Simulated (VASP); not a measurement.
# TePb (Fm-3m) in VASP: notebook

Aim: see how the results for TePb move with the level of theory and the settings. Levels: PBE-based screened hybrid with 25 % exact exchange, PBE-based global hybrid with 10 % exact exchange, PBE-based global hybrid with 35 % exact exchange. Tasks: single point.

Everything below comes from runs of VASP 6.6.1. Logs are shortened: lines on timing, memory, paths and dates and some standing lists are left out, and cuts for length are marked.

## Step 1: The cell of the first run

Symmetry: Fm-3m, No. 225, cubic system. The conventional cell has a = 6.454 Å, b = 6.454 Å, c = 6.454 Å, α = 90.00°, β = 90.00°, γ = 90.00°. Pb (site symmetry m-3m) has 6 Te at 3.23 Å within 4.2 Å. Within 4.2 Å of Te (site symmetry m-3m) lie 6 Pb at 3.23 Å.

## Step 2: Single point, PBE-based screened hybrid with 25 % exact exchange

The input, POSCAR:

```
TePb
1.0
    0.0000000000      3.2270013417      3.2270013417
    3.2270013417      0.0000000000      3.2270013417
    3.2270013417      3.2270013417      0.0000000000
Pb Te
1 1
Direct
    0.5000000000      0.5000000000      0.5000000000
    0.0000000000      0.0000000000      0.0000000000
```

The input, INCAR.step1:

```
  PREC = Accurate
  ENCUT = 520
  EDIFF = 1E-5
  ISMEAR = 0
  SIGMA = 0.05
  LREAL = F
  LASPH = T
  NELM = 100
  ALGO = Normal
  ISIF = 2
  LWAVE = T
  LCHARG = F
  GGA = PE
  NBANDS = 17
```

The input, INCAR.step2:

```
  PREC = Accurate
  ENCUT = 520
  EDIFF = 1E-6
  ISMEAR = 0
  SIGMA = 0.05
  LREAL = F
  LASPH = T
  NELM = 100
  ALGO = Normal
  ISIF = 2
  LWAVE = F
  LCHARG = F
  GGA = PE
  LHFCALC = T
  AEXX = 0.25
  HFSCREEN = 0.6
  PRECFOCK = Normal
  ISTART = 1
  NBANDS = 17
```

The input, KPOINTS:

```
regular mesh
0
Gamma
  4 4 4
```

Potentials or basis: VASP PAW PBE potentials, release 64 (Pb_d, Te).

Started as:

```
$ cat potpaw_PBE.64/Pb_d/POTCAR potpaw_PBE.64/Te/POTCAR > POTCAR
$ cp INCAR.step1 INCAR
$ mpirun -np 1 vasp_std > vasp.out
$ cp INCAR.step2 INCAR
$ mpirun -np 1 vasp_std > vasp.out
```

OUTCAR:

```text
PREC = Accurate
   ENCUT = 520
   EDIFF = 1E-6
   ISMEAR = 0
   LREAL = F
   LASPH = T
   NELM = 100
   ISIF = 2
   GGA = PE
   LHFCALC = T
   AEXX = 0.25
   HFSCREEN = 0.6
   PRECFOCK = Normal
   ISTART = 1

 ion  position               nearest neighbor table
   1  0.500  0.500  0.500-   2 3.23   2 3.23   2 3.23   2 3.23   2 3.23   2 3.23
   2  0.000  0.000  0.000-   1 3.23   1 3.23   1 3.23   1 3.23   1 3.23   1 3.23

  LATTYP: Found a face centered cubic cell.
 ALAT       =     6.4540026834

  Lattice vectors:

 A1 = (   0.0000000000,   3.2270013417,   3.2270013417)
 A2 = (   3.2270013417,   0.0000000000,   3.2270013417)
 A3 = (   3.2270013417,   3.2270013417,   0.0000000000)

Analysis of symmetry for initial positions (statically):
=====================================================================
 Subroutine PRICEL returns:
 Original cell was already a primitive cell.

 Routine SETGRP: Setting up the symmetry group for a
 face centered cubic supercell.

 Subroutine GETGRP returns: Found 48 space group operations
 (whereof 48 operations were pure point group operations)
 out of a pool of 48 trial point group operations.

The static configuration has the point symmetry O_h .

Analysis of symmetry for dynamics (positions and initial velocities):
=====================================================================
 Subroutine PRICEL returns:
 Original cell was already a primitive cell.

 Routine SETGRP: Setting up the symmetry group for a
 face centered cubic supercell.

 Subroutine GETGRP returns: Found 48 space group operations
 (whereof 48 operations were pure point group operations)
 out of a pool of 48 trial point group operations.

The dynamic configuration has the point symmetry O_h .

 Subroutine INISYM returns: Found 48 space group operations
 (whereof 48 operations are pure point group operations),
 and found     1 'primitive' translations

----------------------------------------------------------------------------------------

                                     Primitive cell

  volume of cell :      67.2090

  direct lattice vectors                    reciprocal lattice vectors
     0.000000000  3.227001342  3.227001342    -0.154942607  0.154942607  0.154942607
     3.227001342  0.000000000  3.227001342     0.154942607 -0.154942607  0.154942607
     3.227001342  3.227001342  0.000000000     0.154942607  0.154942607 -0.154942607

  length of vectors
     4.563669063  4.563669063  4.563669063     0.268368467  0.268368467  0.268368467

  position of ions in fractional coordinates (direct lattice)
     0.500000000  0.500000000  0.500000000
     0.000000000  0.000000000  0.000000000

  ion indices of the primitive-cell ions
   primitive index   ion index
                 1           1
                 2           2

----------------------------------------------------------------------------------------

 KPOINTS: regular mesh

Automatic generation of k-mesh.
 Grid dimensions read from file:
 generate k-points for:    4    4    4

 Generating k-lattice:

  Cartesian coordinates                     Fractional coordinates (reciprocal lattice)
    -0.038735652  0.038735652  0.038735652     0.250000000  0.000000000  0.000000000
     0.038735652 -0.038735652  0.038735652     0.000000000  0.250000000  0.000000000
     0.038735652  0.038735652 -0.038735652     0.000000000  0.000000000  0.250000000

  Length of vectors
     0.067092117  0.067092117  0.067092117

  Shift w.r.t. Gamma in fractional coordinates (k-lattice)
     0.000000000  0.000000000  0.000000000

 Subroutine IBZKPT returns following result:
 ===========================================

 Found      8 irreducible k-points:

 Following reciprocal coordinates:
            Coordinates               Weight
  0.000000  0.000000  0.000000      1.000000
  0.250000  0.000000  0.000000      8.000000
  0.500000  0.000000  0.000000      4.000000
  0.250000  0.250000  0.000000      6.000000
  0.500000  0.250000  0.000000     24.000000
 -0.250000  0.250000  0.000000     12.000000
  0.500000  0.500000  0.000000      3.000000
 -0.250000  0.500000  0.250000      6.000000
   k-points           NKPTS =      8   k-points in BZ     NKDIM =     64   number of bands    NBANDS=     17
   number of dos      NEDOS =    301   number of ions     NIONS =      2
   total plane-waves  NPLWV =  46656
   dimension x,y,z NGX =    36 NGY =   36 NGZ =   36
   dimension x,y,z NGXF=    72 NGYF=   72 NGZF=   72
   ions per type =               1   1
   NGX,Y,Z   is equivalent  to a cutoff of  13.11, 13.11, 13.11 a.u.
   NGXF,Y,Z  is equivalent  to a cutoff of  26.23, 26.23, 26.23 a.u.
 SYSTEM =  unknown system
   PREC   = accura    normal or accurate (medium, high low for compatibility)
   ISTART =      1    job   : 0-new  1-cont  2-samecut
   ICHARG =      0    charge: 1-file 2-atom 10-const
   ISPIN  =      1    spin polarized calculation?
   LNONCOLLINEAR =      F non collinear calculations
   LSORBIT =      F    spin-orbit coupling
   LASPH  =      T    aspherical Exc in radial PAW
   ENCUT  =  520.0 eV  38.22 Ry    6.18 a.u.   8.49  8.49  8.49*2*pi/ulx,y,z
   NELM   =    100;   NELMIN=  2; NELMDL=  0     # of ELM steps
   EDIFF  = 0.1E-05   stopping-criterion for ELM
   LREAL  =      F    real-space projection
   EDIFFG = 0.1E-04   stopping-criterion for IOM
   NSW    =      0    number of steps for IOM
   IBRION =     -1    ionic relax: 0-MD 1-quasi-New 2-CG
   NFREE  =      0    steps in history (QN), initial steepest desc. (CG)
   ISIF   =      2    stress and relaxation
   ISYM   =      3    0-nonsym 1-usesym 2-fastsym
   POTIM  = 0.5000    time-step for ionic-motion
   TEBEG  =    0.0;   TEEND  =   0.0 temperature during run
   PSTRESS=    0.0 pullay stress
   NELECT =      20.0000    total number of electrons
   NUPDOWN=      -1.0000    fix difference up-down
   EMIN   =  10.00;   EMAX   =-10.00  energy-range for DOS
   EFERMI =   0.00;   METHOD = LEGACY
   ISMEAR =     0;   SIGMA  =   0.05  broadening in eV -4-tet -1-fermi 0-gaus
   EFERMI_NEDOS =   21; number of points for ismear=-14 and -15
   IALGO  =     38    algorithm
   IMIX   =      1    mixing-type and parameters
     AMIX     =   0.40;   BMIX     =  1.00
     AMIX_MAG =   1.60;   BMIX_MAG =  1.00
  volume/ion in A,a.u.               =      33.60       226.77
  Fermi-wavevector in a.u.,A,eV,Ry     =   1.092972  2.065418 16.253352  1.194588
  Thomas-Fermi vector in A             =   2.229248
   LORBIT       =      0    0 simple, 1 ext, 2 COOP (PROOUT), +10 PAW based schemes
   GGA     = PE    functional components
   LHFCALC =     T    Hartree Fock is set to
   PRECFOCK=normal    Normal, Fast or Accurate (Low or Medium for compatibility)
   ENCUT4O =  -1.0   cutoff for four orbital integrals eV
   NKREDX  =     1    reduce k-point grid by
   NKREDY  =     1    reduce k-point grid by
   NKREDZ  =     1    reduce k-point grid by
   AEXX    =    0.2500 exact exchange contribution
   HFSCREEN=    0.6000 screening length (either q_TF or 0.3 A-1)
   HFSCREENC=   0.6000 screening length for correlation (either q_TF or 0.3 A-1)
   ENCUTFOCK=  -1.0 apply spherical cutoff to Coloumb kernel
   IVDW    =     0    specifies the selected vdW correction
   LEPSILON=     F    determine dielectric tensor
   LRPA    =     F    only Hartree local field effects (RPA)
 non-spin polarized calculation
 Gauss-broadening in eV      SIGMA  =   0.05
  energy-cutoff  :      520.00
  volume of cell :       67.21
 maximum number of plane-waves:      1837
 NGX is ok and might be reduce to    36
  NGX = 28; NGY = 28; NGZ = 28

 number of electron      20.0000002 magnetization

 Free energy of the ion-electron system (eV)
  ---------------------------------------------------
  ext. energy  EPLUGINS =         0.00000000
  ---------------------------------------------------
  free energy    TOTEN  =        -8.04449402 eV

  energy without entropy =       -8.04449402  energy(sigma->0) =       -8.04449402

 E-fermi :   5.8316     XC(G=0):  -8.2750

 val. band max:        5.5960875851   @ k =   0.5000   0.0000   0.0000
 cond. band min:       6.3767757729   @ k =   0.5000   0.0000   0.0000
 fundamental gap:      0.7806881878
 Fermi energy:         5.8315760278

 k-point     1 :       0.0000    0.0000    0.0000
  band No.  band energies     occupation
      1     -12.4324      2.00000
      2     -12.4324      2.00000
      3     -12.4142      2.00000
      4     -12.4142      2.00000
      5     -12.4142      2.00000
      6      -7.0832      2.00000
[... 9 lines left out ...]
     16      11.5235      0.00000
     17      13.1390      0.00000

 k-point     2 :       0.2500    0.0000    0.0000
  band No.  band energies     occupation
      1     -12.4391      2.00000
      2     -12.4391      2.00000
      3     -12.4128      2.00000
      4     -12.4066      2.00000
      5     -12.4066      2.00000
      6      -6.5371      2.00000
[... 9 lines left out ...]
     16      12.6557      0.00000
     17      16.1831      0.00000

 k-point     3 :       0.5000    0.0000    0.0000
  band No.  band energies     occupation
      1     -12.4468      2.00000
      2     -12.4468      2.00000
      3     -12.4117      2.00000
      4     -12.3981      2.00000
      5     -12.3981      2.00000
      6      -5.5943      2.00000
[... 9 lines left out ...]
     16      15.0954      0.00000
     17      15.1090      0.00000

 k-point     4 :       0.2500    0.2500    0.0000
  band No.  band energies     occupation
      1     -12.4579      2.00000
      2     -12.4269      2.00000
      3     -12.4188      2.00000
      4     -12.4021      2.00000
      5     -12.4021      2.00000
      6      -6.3658      2.00000
[... 9 lines left out ...]
     16      14.2575      0.00000
     17      14.2817      0.00000

 k-point     5 :       0.5000    0.2500    0.0000
  band No.  band energies     occupation
      1     -12.4691      2.00000
      2     -12.4335      2.00000
      3     -12.4142      2.00000
      4     -12.3981      2.00000
      5     -12.3943      2.00000
      6      -5.4871      2.00000
[... 9 lines left out ...]
     16      15.5217      0.00000
     17      16.3587      0.00000

 k-point     6 :      -0.2500    0.2500    0.0000
  band No.  band energies     occupation
      1     -12.4509      2.00000
      2     -12.4434      2.00000
      3     -12.4077      2.00000
      4     -12.4027      2.00000
      5     -12.4012      2.00000
      6      -5.7753      2.00000
[... 9 lines left out ...]
     16      14.4316      0.00000
     17      15.2312      0.00000

 k-point     7 :       0.5000    0.5000    0.0000
  band No.  band energies     occupation
      1     -12.4932      2.00000
      2     -12.4235      2.00000
      3     -12.4214      2.00000
      4     -12.3890      2.00000
      5     -12.3890      2.00000
      6      -5.3275      2.00000
[... 9 lines left out ...]
     16      16.7935      0.00000
     17      16.9936      0.00000

 k-point     8 :      -0.2500    0.5000    0.2500
  band No.  band energies     occupation
      1     -12.4754      2.00000
      2     -12.4343      2.00000
      3     -12.4068      2.00000
      4     -12.4068      2.00000
      5     -12.3890      2.00000
      6      -5.1724      2.00000
[... 9 lines left out ...]
     16      16.9235      0.00000
     17      16.9766      0.00000

------------------------ aborting loop because EDIFF is reached ----------------------------------------

  FORCE on cell =-STRESS in cart. coord.  units (eV):
  Direction    XX          YY          ZZ          XY          YZ          ZX
  --------------------------------------------------------------------------------------
  -------------------------------------------------------------------------------------
  Total        0.6900388      0.6900388      0.6900388     -0.0000000     -0.0000000      0.0000000
  in kB       16.4496510     16.4496510     16.4496510     -0.0000000     -0.0000000      0.0000000
  external PRESSURE =      16.4496510 kB  Pullay stress =       0.0000000 kB

 VOLUME and BASIS-vectors are now :
 -----------------------------------------------------------------------------
  energy-cutoff  :      520.00
  volume of cell :       67.21
      direct lattice vectors                 reciprocal lattice vectors
     0.000000000  3.227001342  3.227001342    -0.154942607  0.154942607  0.154942607
     3.227001342  0.000000000  3.227001342     0.154942607 -0.154942607  0.154942607
     3.227001342  3.227001342  0.000000000     0.154942607  0.154942607 -0.154942607

 POSITION                                       TOTAL-FORCE (eV/Angst)
 -----------------------------------------------------------------------------------
      3.22700      3.22700      3.22700         0.000000      0.000000     -0.000000
      0.00000      0.00000      0.00000         0.000000      0.000000      0.000000
 -----------------------------------------------------------------------------------
    total drift:                                0.000000     -0.000001     -0.000001

  FREE ENERGIE OF THE ION-ELECTRON SYSTEM (eV)
  ---------------------------------------------------
  free  energy   TOTEN  =        -8.0444940220 eV

  energy  without entropy=       -8.0444940220  energy(sigma->0) =       -8.04449402
```

Wall time 16 min (1 thread of Intel Xeon Platinum 8259CL at 2.50GHz (Skylake/Cascade Lake), shared host); peak memory 0.32 GiB.

Results:

* Free energy: -8.0445 eV
* Pressure: 1.6 GPa
* Band gap on the k mesh: 0.78 eV

Caveat: the k points lie up to 0.42 Å⁻¹ apart; the PAW data sets were made with another functional, which shifts forces and pressure a little; spin-orbit coupling is left out, which moves the levels of the heavy elements. A k mesh can miss the band edges.

## Step 3: Single point, PBE-based global hybrid with 10 % exact exchange

POSCAR is that of step 2.

The input, INCAR.step1:

```
SYSTEM = TePb
PREC = Accurate ; ENCUT = 520
EDIFF = 1E-5 ; ISMEAR = 0
SIGMA = 0.05 ; LREAL = .False.
LASPH = .True. ; NELM = 100
ALGO = Normal ; ISIF = 2
LWAVE = .True. ; LCHARG = .False.
GGA = PE ; NBANDS = 17
```

The input, INCAR.step2:

```
SYSTEM = TePb
PREC = Accurate ; ENCUT = 520
EDIFF = 1E-6 ; ISMEAR = 0
SIGMA = 0.05 ; LREAL = .False.
LASPH = .True. ; NELM = 100
ALGO = Normal ; ISIF = 2
LWAVE = .False. ; LCHARG = .False.
GGA = PE ; LHFCALC = .True.
AEXX = 0.1 ; PRECFOCK = Normal
ISTART = 1 ; NBANDS = 17
```

The input, KPOINTS:

```
Automatic mesh
0
Gamma
  4 4 4
  0 0 0
```

Potentials or basis: VASP PAW PBE potentials, release 64 (Pb_d, Te).

Started as:

```
$ cat potpaw_PBE.64/Pb_d/POTCAR potpaw_PBE.64/Te/POTCAR > POTCAR
$ cp INCAR.step1 INCAR
$ mpirun -np 1 vasp_std > vasp.out
$ cp INCAR.step2 INCAR
$ mpirun -np 1 vasp_std > vasp.out
```

Wall time 11 min (1 thread of Intel Xeon Platinum 8259CL at 2.50GHz (Skylake/Cascade Lake), shared host); peak memory 0.22 GiB.

Results (log left out):

* Free energy: -8.4581 eV
* Pressure: 1.7 GPa
* Band gap on the k mesh: 1.11 eV

Levels at points of the mesh, in eV from the valence-band top:
```tsv
k point	band 6	band 7	band 8	band 9	band 10	band 11	band 12	band 13	band 14	band 15
(0.00, 0.00, 0.00)	-12.60	-5.75	-1.48	-1.48	-1.48	4.63	4.63	4.63	6.28	6.28
(0.50, 0.00, 0.00)	-11.09	-8.98	-1.00	-1.00	0.00	1.11	1.66	1.66	8.96	9.84
(0.50, 0.50, 0.00)	-10.82	-7.57	-4.81	-3.01	-3.01	3.69	6.09	6.09	7.38	10.72
```

Caveat: the k points lie up to 0.42 Å⁻¹ apart; the PAW data sets were made with another functional, which shifts forces and pressure a little; spin-orbit coupling is left out, which moves the levels of the heavy elements. A k mesh can miss the band edges.

## Step 4: Single point, PBE-based global hybrid with 35 % exact exchange

POSCAR is that of step 3.

The input, INCAR.step1:

```
SYSTEM = TePb
PREC = Accurate
ENCUT = 520
EDIFF = 1E-5
ISMEAR = 0
SIGMA = 0.05
LREAL = .FALSE.
LASPH = .TRUE.
NELM = 100
ALGO = Normal
ISIF = 2
LWAVE = .TRUE.
LCHARG = .FALSE.
NBANDS = 17
GGA = PE
```

The input, INCAR.step2:

```
SYSTEM = TePb
PREC = Accurate
ENCUT = 520
EDIFF = 1E-7
ISMEAR = 0
SIGMA = 0.05
LREAL = .FALSE.
LASPH = .TRUE.
NELM = 100
ALGO = Normal
ISIF = 2
LWAVE = .FALSE.
LCHARG = .FALSE.
GGA = PE
LHFCALC = .TRUE.
AEXX = 0.35
PRECFOCK = Normal
NBANDS = 17
ISTART = 1
```

The input, KPOINTS:

```
regular mesh
0
G
  4 4 4
  0 0 0
```

Started as:

```
$ cat potpaw_PBE.64/Pb_d/POTCAR potpaw_PBE.64/Te/POTCAR > POTCAR
$ cp INCAR.step1 INCAR
$ mpirun -np 1 vasp_std > vasp.out
$ cp INCAR.step2 INCAR
$ mpirun -np 1 vasp_std > vasp.out
```

It took 26 min on 1 thread of Intel Xeon Platinum 8259CL at 2.50GHz (Skylake/Cascade Lake), shared host; peak memory 0.22 GiB.

It converged, with:

```
Free energy            : -11.0869 eV
Pressure               : 0.6 GPa
Band gap on the k mesh : 2.13 eV
```

Levels at points of the mesh, in eV from the valence-band top:
| k point | band 8 | band 9 | band 10 | band 11 | band 12 | band 13 |
| --- | --- | --- | --- | --- | --- | --- |
| (0.00, 0.00, 0.00) | -1.76 | -1.76 | -1.76 | 6.04 | 6.04 | 6.04 |
| (0.50, 0.00, 0.00) | -1.25 | -1.25 | 0.00 | 2.13 | 2.72 | 2.72 |
| (0.50, 0.50, 0.00) | -5.48 | -3.46 | -3.46 | 4.78 | 7.63 | 7.63 |

Caveat: the k points lie up to 0.42 Å⁻¹ apart; the PAW data sets were made with another functional, which shifts forces and pressure a little; spin-orbit coupling is left out, which moves the levels of the heavy elements. A k mesh can miss the band edges.

## Step 5: Overview

| level | share of exact exchange | screening parameter | gap on the mesh (eV) | pressure (GPa) |
| --- | --- | --- | --- | --- |
| PBE-based screened hybrid with 25 % exact exchange | 0.25 | 0.6 1/Å | 0.78 | 1.6 |
| PBE-based global hybrid with 10 % exact exchange | 0.1 | - | 1.11 | 1.7 |
| PBE-based global hybrid with 35 % exact exchange | 0.35 | - | 2.13 | 0.6 |

Alike in all rows: task single point; potentials or basis VASP PAW PBE potentials, release 64 (Pb_d, Te); no spin polarisation; cell as given; k mesh 4 × 4 × 4; cutoff (eV) 520; smearing gaussian 0.05 eV.

Caveats: all runs use coarse meshes; the PAW data sets were made with another functional, which shifts forces and pressure a little; spin-orbit coupling is left out, which moves the levels of the heavy elements.

Total energies depend on the potentials used, so only differences within one code and one set of settings carry meaning.
